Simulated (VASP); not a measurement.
Here is a VASP 6.6.1 calculation.

Contents of INCAR:

```
SYSTEM = WS2
PREC = Accurate
ENCUT = 500
EDIFF = 1E-6
ISMEAR = 1
SIGMA = 0.025
LREAL = .False.
LASPH = .True.
NELM = 120
ALGO = Normal
ISIF = 2
LWAVE = .False.
LCHARG = .False.
GGA = CA
NBANDS = 20
GGA_COMPAT = .False.
```

File KPOINTS:

```
Automatic mesh
0
Gamma
  11 11 11
  0 0 0
```

POSCAR

```
WS2
1.0
    1.5790000000      0.9116360000      6.1633330000
   -1.5790000000      0.9116360000      6.1633330000
    0.0000000000     -1.8232720000      6.1633330000
W S
1 2
Direct
    0.0000000000      0.0000000000      0.0000000000
    0.2497000000      0.2497000000      0.2497000000
    0.4190000000      0.4190000000      0.4190000000
```

Potentials or basis: VASP PAW LDA potentials, release 64 (W_sv, S).

The run is started by

```bash
$ cat potpaw_LDA.64/W_sv/POTCAR potpaw_LDA.64/S/POTCAR > POTCAR
$ mpirun -np 1 vasp_std > vasp.out
```

Question: Estimate the largest force.

Answer: 0.587 eV/Å.

Question: Estimate the band gap on the k mesh.

Answer: 0.95 eV (least direct gap 2.12 eV).

Question: What does it give for the pressure?

Answer: -3.3 GPa.

Forces on the atoms (eV/Å):
```
W    0.000  0.000  0.587
S    0.000  0.000 -0.067
S    0.000  0.000 -0.520
```

Caveat: the cell stands under tension; spin-orbit coupling is left out, which moves the levels of the heavy elements. A k mesh can miss the band edges.
